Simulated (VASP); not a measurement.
The system is Mg.

```
Mg
1.0
     3.11197    0.00000    0.00000
    -1.55599    2.69505    0.00000
     0.00000    0.00000   10.10821
Mg
4
Cartesian
  1.5560 0.8983 7.5812
  0.0000 0.0000 5.0541
  0.0000 1.7967 2.5271
  0.0000 0.0000 0.0000
```

Base run:

| Item | Value |
| --- | --- |
| Program | VASP 6.6.1 |
| Functional | PBEsol |
| Potentials or basis | VASP PAW PBE potentials, release 64 (Mg) |
| Cutoff | 520 eV |
| k mesh | 10 × 10 × 3 |
| Occupations | fermi-dirac, width 0.05 eV |
| Spin | no spin polarisation |

Its results: band gap on the k mesh zero (band 4 reaches 3.64 eV, above the bottom of band 5 at 1.78 eV); pressure 2.7 GPa.

The run is repeated on the same cell with these changes: functional from PBEsol to PBE; further incar settings from ALGO = Normal; EDIFF = 1e-06; NBANDS = 12 to ALGO = Normal; EDIFF = 1e-07; NBANDS = 12. What comes out?

Band gap on the k mesh zero (band 4 reaches 3.69 eV, above the bottom of band 5 at 1.82 eV); pressure 3.5 GPa.

Caveats: the PAW data sets were made with another functional, which shifts forces and pressure a little (some runs).
